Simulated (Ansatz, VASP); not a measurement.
## Two plane-wave programs on ZnNi

```
Zn Ni
1.0
     2.63385    0.00000    0.00000
     0.00000    2.63385    0.00000
     0.00000    0.00000    3.18415
Zn Ni
1 1
Direct
  0.50000 0.50000 0.50000
  0.00000 0.00000 0.00000
```

Alike in both runs: functional LDA; k mesh 16 × 16 × 14; occupations gaussian, width 0.1 eV; no spin polarisation.

Ansatz relaxed the structure, and its values are those at the end. VASP's run is a single point on that final structure, the one shown.

|  | VASP | Ansatz |
| --- | --- | --- |
| version | VASP 6.6.1 | Ansatz 0.2.0 |
| potentials or method | VASP PAW LDA potentials, release 64 (Zn, Ni_sv_GW), cutoff 690 eV | scalar-relativistic, plane waves, PAW |
| valence electrons in the cell | 30 | 30 |

```tsv
	VASP	Ansatz	Ansatz less VASP
gap on the k mesh at the Fermi level (eV)	none	none	-
pressure (GPa)	-0.1	0.0	+0.17
```

LDA's correlation is that of Perdew and Zunger in VASP and of Perdew and Wang (1992) in Ansatz. A gap of «none» marks a metal or a gap that the smearing closes.
